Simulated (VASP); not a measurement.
Input of a VASP 6.6.1 run:

Contents of INCAR:

```
SYSTEM = Yb2BiN2
PREC = Accurate
ENCUT = 520
EDIFF = 1E-6
ISMEAR = -1
SIGMA = 0.1
LREAL = .False.
LASPH = .True.
NELM = 80
ALGO = Normal
ISIF = 2
LWAVE = .False.
LCHARG = .True.
GGA = PE
LELF = .True.
LVHAR = .True.
NBANDS = 44
```

Contents of KPOINTS:

```
Automatic mesh
0
Gamma
  6 6 6
  0 0 0
```

The input POSCAR:

```
Yb2BiN2
1.0
    0.0000000000      3.9145870000      0.0000000000
    3.9145870000      0.0000000000      0.0000000000
    1.9572940000      1.9572940000     -6.2506670000
N Yb Bi
2 2 1
Direct
    0.2500000000      0.7500000000      0.5000000000
    0.7500000000      0.2500000000      0.5000000000
    0.3440000000      0.3440000000      0.3120000000
    0.6560000000      0.6560000000      0.6880000000
    0.0000000000      0.0000000000      0.0000000000
```

Potentials or basis: VASP PAW PBE potentials, release 64 (N, Yb, Bi_d).

Run with:

```sh
$ cat potpaw_PBE.64/N/POTCAR potpaw_PBE.64/Yb/POTCAR potpaw_PBE.64/Bi_d/POTCAR > POTCAR
$ mpirun -np 1 vasp_std > vasp.out
```

Problem. What does it give for the pressure?

Solution. -1.9 GPa.

Problem. Estimate the largest force.

Solution. 1.953 eV/Å.

Stress tensor (GPa, compression positive):
```
-1.33  0.00  0.00
 0.00 -1.33  0.00
 0.00  0.00 -2.95
```

Caveat: spin-orbit coupling is left out, which moves the levels of the heavy elements; without U or exact exchange the open f shell lies at the Fermi level, which spoils levels, moments and volumes; forces of over 1 eV/Å act on the atoms, so gaps and moduli don't describe the material at rest. Spin polarisation is off, so any magnetic state and its effect on volume and gap are missing.
